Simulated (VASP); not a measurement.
# Re (I4/mmm) in VASP: further runs

Re is run at these levels: PBEsol; tasks: single point.

Program: VASP 6.6.1. These are calculated values, not measurements. Logs are shortened: lines on timing, memory, paths and dates and some standing lists are left out, and cuts for length are marked.

## (1) The cell of the first run

Symmetry: I4/mmm, No. 139, tetragonal system. Conventional cell: a = 2.488 Å, b = 2.488 Å, c = 4.976 Å, α = 90.00°, β = 90.00°, γ = 90.00°. Within 3.3 Å of Re (site symmetry 4/mmm) lie 12 Re at 2.49 to 3.05 Å.

## (2) Single point, PBEsol

INCAR

```
ALGO = Fast
EDIFF = 1E-6
ENCUT = 520
GGA = PS
ISIF = 2
ISMEAR = 0
LASPH = True
LCHARG = False
LREAL = False
LWAVE = False
NBANDS = 10
NELM = 80
PREC = Accurate
SIGMA = 0.15
```

KPOINTS

```
k-points
0
Gamma
  22 22 22
```

POSCAR

```
Re
1.0
    0.0000000000      1.7596135467      2.4880935550
    1.7596135467      0.0000000000      2.4880935550
    1.7596135467      1.7596135467      0.0000000000
Re
1
Direct
    0.0000000000      0.0000000000      0.0000000000
```

Potentials or basis: VASP PAW PBE potentials, release 64 (Re).

On the command line:

```console
$ cat potpaw_PBE.64/Re/POTCAR > POTCAR
$ mpirun -np 1 vasp_std > vasp.out
```

OUTCAR:

```text
EDIFF = 1E-6
   ENCUT = 520
   GGA = PS
   ISIF = 2
   ISMEAR = 0
   LASPH = True
   LREAL = False
   NELM = 80
   PREC = Accurate

 ion  position               nearest neighbor table
   1  0.000  0.000  0.000-

  LATTYP: Found a body centered tetragonal cell.
 ALAT       =     2.4884693423
 C/A-ratio  =     1.9996979772

  Lattice vectors:

 A1 = (  -1.7596135467,   0.0000000000,   2.4880935550)
 A2 = (   1.7596135467,   0.0000000000,   2.4880935550)
 A3 = (   0.0000000000,   1.7596135467,  -2.4880935550)

Analysis of symmetry for initial positions (statically):
=====================================================================
 Subroutine PRICEL returns:
 Original cell was already a primitive cell.

 Routine SETGRP: Setting up the symmetry group for a
 body centered tetragonal supercell.

 Subroutine GETGRP returns: Found 16 space group operations
 (whereof 16 operations were pure point group operations)
 out of a pool of 16 trial point group operations.

The static configuration has the point symmetry D_4h.

Analysis of symmetry for dynamics (positions and initial velocities):
=====================================================================
 Subroutine PRICEL returns:
 Original cell was already a primitive cell.

 Routine SETGRP: Setting up the symmetry group for a
 body centered tetragonal supercell.

 Subroutine GETGRP returns: Found 16 space group operations
 (whereof 16 operations were pure point group operations)
 out of a pool of 16 trial point group operations.

The dynamic configuration has the point symmetry D_4h.

 Subroutine INISYM returns: Found 16 space group operations
 (whereof 16 operations are pure point group operations),
 and found     1 'primitive' translations

----------------------------------------------------------------------------------------

                                     Primitive cell

  volume of cell :      15.4075

  direct lattice vectors                    reciprocal lattice vectors
     0.000000000  1.759613547  2.488093555    -0.284153302  0.284153302  0.200957074
     1.759613547  0.000000000  2.488093555     0.284153302 -0.284153302  0.200957074
     1.759613547  1.759613547  0.000000000     0.284153302  0.284153302 -0.200957074

  length of vectors
     3.047433243  3.047433243  2.488469342     0.449299392  0.449299392  0.449299392

  position of ions in fractional coordinates (direct lattice)
     0.000000000  0.000000000  0.000000000

  ion indices of the primitive-cell ions
   primitive index   ion index
                 1           1

----------------------------------------------------------------------------------------

 KPOINTS: k-points

Automatic generation of k-mesh.
 Grid dimensions read from file:
 generate k-points for:   22   22   22

 Generating k-lattice:

  Cartesian coordinates                     Fractional coordinates (reciprocal lattice)
    -0.012916059  0.012916059  0.009134412     0.045454545  0.000000000  0.000000000
     0.012916059 -0.012916059  0.009134412     0.000000000  0.045454545  0.000000000
     0.012916059  0.012916059 -0.009134412     0.000000000  0.000000000  0.045454545

  Length of vectors
     0.020422700  0.020422700  0.020422700

  Shift w.r.t. Gamma in fractional coordinates (k-lattice)
     0.000000000  0.000000000  0.000000000

 Subroutine IBZKPT returns following result:
 ===========================================

 Found    834 irreducible k-points:

 Following reciprocal coordinates:
            Coordinates               Weight
  0.000000  0.000000  0.000000      1.000000
  0.045455  0.000000  0.000000      8.000000
  0.090909  0.000000  0.000000      8.000000
  0.136364  0.000000  0.000000      8.000000
  0.181818  0.000000  0.000000      8.000000
  0.227273  0.000000  0.000000      8.000000
[... 16 lines left out ...]
  0.500000  0.045455  0.000000      8.000000
 -0.454545  0.045455  0.000000      8.000000
 [... further k-points ...]
   k-points           NKPTS =    834   k-points in BZ     NKDIM =    834   number of bands    NBANDS=     10
   number of dos      NEDOS =    301   number of ions     NIONS =      1
   total plane-waves  NPLWV =  11520
   dimension x,y,z NGX =    24 NGY =   24 NGZ =   20
   dimension x,y,z NGXF=    48 NGYF=   48 NGZF=   40
   ions per type =               1
   NGX,Y,Z   is equivalent  to a cutoff of  13.09, 13.09, 13.36 a.u.
   NGXF,Y,Z  is equivalent  to a cutoff of  26.19, 26.19, 26.72 a.u.
 SYSTEM =  unknown system
   PREC   = accura    normal or accurate (medium, high low for compatibility)
   ISTART =      0    job   : 0-new  1-cont  2-samecut
   ICHARG =      2    charge: 1-file 2-atom 10-const
   ISPIN  =      1    spin polarized calculation?
   LNONCOLLINEAR =      F non collinear calculations
   LSORBIT =      F    spin-orbit coupling
   LASPH  =      T    aspherical Exc in radial PAW
   ENCUT  =  520.0 eV  38.22 Ry    6.18 a.u.   5.67  5.67  4.63*2*pi/ulx,y,z
   NELM   =     80;   NELMIN=  2; NELMDL= -5     # of ELM steps
   EDIFF  = 0.1E-05   stopping-criterion for ELM
   LREAL  =      F    real-space projection
   EDIFFG = 0.1E-04   stopping-criterion for IOM
   NSW    =      0    number of steps for IOM
   IBRION =     -1    ionic relax: 0-MD 1-quasi-New 2-CG
   NFREE  =      0    steps in history (QN), initial steepest desc. (CG)
   ISIF   =      2    stress and relaxation
   ISYM   =      2    0-nonsym 1-usesym 2-fastsym
   POTIM  = 0.5000    time-step for ionic-motion
   TEBEG  =    0.0;   TEEND  =   0.0 temperature during run
   PSTRESS=    0.0 pullay stress
   NELECT =       7.0000    total number of electrons
   NUPDOWN=      -1.0000    fix difference up-down
   EMIN   =  10.00;   EMAX   =-10.00  energy-range for DOS
   EFERMI =   0.00;   METHOD = LEGACY
   ISMEAR =     0;   SIGMA  =   0.15  broadening in eV -4-tet -1-fermi 0-gaus
   EFERMI_NEDOS =   21; number of points for ismear=-14 and -15
   IALGO  =     68    algorithm
   IMIX   =      4    mixing-type and parameters
     AMIX     =   0.40;   BMIX     =  1.00
     AMIX_MAG =   1.60;   BMIX_MAG =  1.00
  volume/ion in A,a.u.               =      15.41       103.97
  Fermi-wavevector in a.u.,A,eV,Ry     =   1.258531  2.378278 21.550255  1.583899
  Thomas-Fermi vector in A             =   2.392135
   LORBIT       =      0    0 simple, 1 ext, 2 COOP (PROOUT), +10 PAW based schemes
   GGA     = PS    functional components
   LHFCALC =     F    Hartree Fock is set to
   AEXX    =    0.0000 exact exchange contribution
   IVDW    =     0    specifies the selected vdW correction
   LEPSILON=     F    determine dielectric tensor
   LRPA    =     F    only Hartree local field effects (RPA)
 non-spin polarized calculation
 RMM-DIIS sequential band-by-band and
 Gauss-broadening in eV      SIGMA  =   0.15
  energy-cutoff  :      520.00
  volume of cell :       15.41
 maximum number of plane-waves:       437
   NGX = 11   NGY = 11   NGZ =  9

 number of electron       7.0000000 magnetization

 Free energy of the ion-electron system (eV)
  ---------------------------------------------------
  ext. energy  EPLUGINS =         0.00000000
  ---------------------------------------------------
  free energy    TOTEN  =       -12.36875558 eV

  energy without entropy =      -12.35314735  energy(sigma->0) =      -12.36095147

 E-fermi :   8.0168     XC(G=0): -13.5099

 val. band max:        8.0167187294   @ k =   0.1818   0.0455   0.0909
 cond. band min:       8.0170191095   @ k =   0.3182   0.0455   0.1818
 fundamental gap:      0.0003003800
 Fermi energy:         8.0167930193

 k-point     1 :       0.0000    0.0000    0.0000
  band No.  band energies     occupation
      1      -2.3338      2.00000
      2       2.7512      2.00000
      3       4.5323      2.00000
      4       8.1240      0.31197
      5       8.1240      0.31197
      6      11.8085      0.00000
      7      21.1082      0.00000
      8      23.1543      0.00000
      9      30.5236      0.00000
     10      30.5583      0.00000

 k-point     2 :       0.0455    0.0000    0.0000
  band No.  band energies     occupation
      1      -2.2361      2.00000
      2       2.8164      2.00000
      3       4.5710      2.00000
      4       7.9796      1.27436
      5       8.1602      0.17636
      6      11.7033      0.00000
      7      21.2713      0.00000
      8      23.3354      0.00000
      9      29.7206      0.00000
     10      30.7411      0.00000

 k-point     3 :       0.0909    0.0000    0.0000
  band No.  band energies     occupation
      1      -1.9513      2.00000
      2       2.9990      2.00000
      3       4.6896      2.00000
      4       7.6029      1.99990
      5       8.2656      0.01897
      6      11.4085      0.00000
      7      21.6688      0.00000
      8      23.8935      0.00000
      9      28.3043      0.00000
     10      31.3642      0.00000

 k-point     4 :       0.1364    0.0000    0.0000
  band No.  band energies     occupation
      1      -1.5052      2.00000
      2       3.2603      2.00000
      3       4.8791      2.00000
      4       7.1489      2.00000
      5       8.4303      0.00010
      6      10.9787      0.00000
      7      22.1144      0.00000
      8      24.7605      0.00000
      9      26.9042      0.00000
     10      30.9732      0.00000
[... 222 lines left out ...]
 k-point    22 :       0.4545    0.0455    0.0000
  band No.  band energies     occupation
      1       1.0925      2.00000
      2       3.3878      2.00000
      3       7.4549      2.00000
      4       7.9208      1.63464
      5      10.2502      0.00000
      6      10.5582      0.00000
      7      18.0294      0.00000
      8      19.7930      0.00000
      9      29.0106      0.00000
     10      31.3100      0.00000

 k-point    23 :       0.5000    0.0455    0.0000
  band No.  band energies     occupation
      1       1.1028      2.00000
      2       3.4094      2.00000
      3       7.7604      1.98438
      4       7.8391      1.90611
      5      10.5782      0.00000
      6      10.6194      0.00000
      7      18.1109      0.00000
      8      19.2719      0.00000
      9      28.2164      0.00000
     10      30.9083      0.00000

 k-point    24 :      -0.4545    0.0455    0.0000
  band No.  band energies     occupation
      1       1.1167      2.00000
      2       3.4380      2.00000
      3       7.5917      1.99994
      4       7.7118      1.99597
      5      10.5781      0.00000
      6      10.9030      0.00000
      7      18.5080      0.00000
      8      19.0324      0.00000
      9      28.0047      0.00000
     10      31.5295      0.00000

 [... further k-points ...]

------------------------ aborting loop because EDIFF is reached ----------------------------------------

  FORCE on cell =-STRESS in cart. coord.  units (eV):
  Direction    XX          YY          ZZ          XY          YZ          ZX
  --------------------------------------------------------------------------------------
  -------------------------------------------------------------------------------------
  Total        2.4543304      2.4543304     -4.1871546      0.0000000      0.0000000      0.0000000
  in kB      255.2185968    255.2185968   -435.4098848      0.0000000      0.0000000      0.0000000
  external PRESSURE =      25.0091030 kB  Pullay stress =       0.0000000 kB

 VOLUME and BASIS-vectors are now :
 -----------------------------------------------------------------------------
  energy-cutoff  :      520.00
  volume of cell :       15.41
      direct lattice vectors                 reciprocal lattice vectors
     0.000000000  1.759613547  2.488093555    -0.284153302  0.284153302  0.200957074
     1.759613547  0.000000000  2.488093555     0.284153302 -0.284153302  0.200957074
     1.759613547  1.759613547  0.000000000     0.284153302  0.284153302 -0.200957074

 POSITION                                       TOTAL-FORCE (eV/Angst)
 -----------------------------------------------------------------------------------
      0.00000      0.00000      0.00000         0.000000     -0.000000      0.000000
 -----------------------------------------------------------------------------------
    total drift:                                0.000000      0.000000     -0.000000

  FREE ENERGIE OF THE ION-ELECTRON SYSTEM (eV)
  ---------------------------------------------------
  free  energy   TOTEN  =       -12.3687555842 eV

  energy  without entropy=      -12.3531473509  energy(sigma->0) =      -12.36095147
```

It took 75 s on 1 thread of Intel Xeon Platinum 8488C (Sapphire Rapids), shared host; peak memory 0.25 GiB.

Results:

| Quantity | Value |
| --- | --- |
| Free energy | -12.3688 eV |
| Pressure | 2.5 GPa |

Stress tensor (GPa, compression positive):
```
 25.52   0.00   0.00
  0.00  25.52   0.00
  0.00   0.00 -43.54
```

Caveat: the PAW data sets were made with another functional, which shifts forces and pressure a little; spin-orbit coupling is left out, which moves the levels of the heavy elements.

[end of part 1 of 2]
